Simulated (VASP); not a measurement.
Wanted: the native input for a VASP 6.6.1 run.

```
Task                   : single point
Functional             : PBEsol
Potentials or basis    : VASP PAW PBE potentials, release 64 (Hf_pv, C)
Cutoff                 : 520 eV
k mesh                 : 8 × 8 × 4
Occupations            : methfessel-paxton, width 0.05 eV
Spin                   : no spin polarisation
Dipole correction      : no
Further INCAR settings : ALGO = Normal; EDIFF = 1e-06; NBANDS = 22
```

The structure of HfC lies in POSCAR:

```
HfC
1.0
    3.2151112262      0.0000000028      0.0000000000
   -1.6075556155      2.7843679965      0.0000000000
    0.0000000000      0.0000000000      5.0796100917
Hf C
2 2
Direct
    0.6666666667      0.3333333333      0.7500000000
    0.3333333333      0.6666666667      0.2500000000
    0.0000000000      0.0000000000      0.0000000000
    0.0000000000      0.0000000000      0.5000000000
```

These files were run (other wordings do the same):

INCAR

```
SYSTEM = HfC
ALGO = Normal
EDIFF = 1E-6
ENCUT = 520
GGA = PS
ISIF = 2
ISMEAR = 1
LASPH = .True.
LCHARG = .True.
LELF = .True.
LREAL = .False.
LVHAR = .True.
LWAVE = .False.
NBANDS = 22
NELM = 80
PREC = Accurate
SIGMA = 0.05
```

KPOINTS

```
k-points
0
Gamma
  8 8 4
  0 0 0
```

Potentials or basis: VASP PAW PBE potentials, release 64 (Hf_pv, C).

Command:

```bash
$ cat potpaw_PBE.64/Hf_pv/POTCAR potpaw_PBE.64/C/POTCAR > POTCAR
$ mpirun -np 1 vasp_std > vasp.out
```

Results of the run:

```yaml
Pressure: 20.0 GPa
Band_gap_on_the_k_mesh: zero (band 14 reaches 8.01 eV, above the bottom of band 15 at 7.02 eV)
```

Caveat: the PAW data sets were made with another functional, which shifts forces and pressure a little; spin-orbit coupling is left out, which moves the levels of the heavy elements.

It took 12 s on 1 thread of Intel(R) Xeon(R) 6975P-C (Granite Rapids), with other jobs on the host, peak memory 0.17 GiB.
